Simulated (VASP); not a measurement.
Input of a VASP 6.6.1 run:

File INCAR:

```
SYSTEM = YbScAs2
PREC = Accurate
ENCUT = 600
EDIFF = 1E-6
ISMEAR = -1
SIGMA = 0.0165
LREAL = .FALSE.
LASPH = .TRUE.
NELM = 200
ALGO = Normal
ISIF = 2
LWAVE = .FALSE.
LCHARG = .FALSE.
GGA = PE
NBANDS = 30
GGA_COMPAT = .FALSE.
LMAXMIX = 6
```

Contents of KPOINTS:

```
Automatic mesh
0
G
  6 6 6
  0 0 0
```

File POSCAR:

```
YbScAs2
1.0
    3.8814190000      0.0000000000      0.0000000000
   -1.9407100000      3.3614100000      0.0000000000
   -1.9407100000      1.1204660000      6.9885460000
Sc Yb As
1 1 2
Direct
    0.0000000000      0.0000000000      0.0000000000
    0.5000000000      0.5000000000      0.5000000000
    0.1091000000      0.8909000000      0.3273000000
    0.8909000000      0.1091000000      0.6727000000
```

Potentials or basis: VASP PAW PBE potentials, release 64 (Sc_sv, Yb, As).

Launch:

```sh
$ cat potpaw_PBE.64/Sc_sv/POTCAR potpaw_PBE.64/Yb/POTCAR potpaw_PBE.64/As/POTCAR > POTCAR
$ mpirun -np 1 vasp_std > vasp.out
```

(1) Estimate the pressure.

(2) Predict the largest force.

## Answers

(1) 24.2 GPa.

(2) 0.261 eV/Å.
